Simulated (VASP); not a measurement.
The system is SrTe.

```
CELL_PARAMETERS angstrom
0.00000 3.35276 3.35276
3.35276 0.00000 3.35276
3.35276 3.35276 0.00000
ATOMIC_POSITIONS crystal
Sr 0.00000 0.00000 0.00000
Te 0.50000 0.50000 0.50000
```

Program: VASP 6.6.1. Alike in all runs: potentials or basis VASP PAW PBE potentials, release 64 (Sr_sv, Te); no spin polarisation; cell as given; smearing gaussian 0.01 eV.

Task: Order these runs on this cell by their band gap on the k mesh, lowest first.
A. level r2SCAN; k mesh 6 × 6 × 6; cutoff (eV) 440
B. level HSE06; k mesh 4 × 4 × 4; cutoff (eV) 400; grid for exact exchange (PRECFOCK) Normal; screening parameter 0.2079 1/Å
C. level PBE0; k mesh 4 × 4 × 4; cutoff (eV) 400; grid for exact exchange (PRECFOCK) Normal

Result: A (2.14 eV), B (2.49 eV), C (3.18 eV).

Caveats: spin-orbit coupling is left out, which moves the levels of the heavy elements.

A k mesh can miss the band edges.
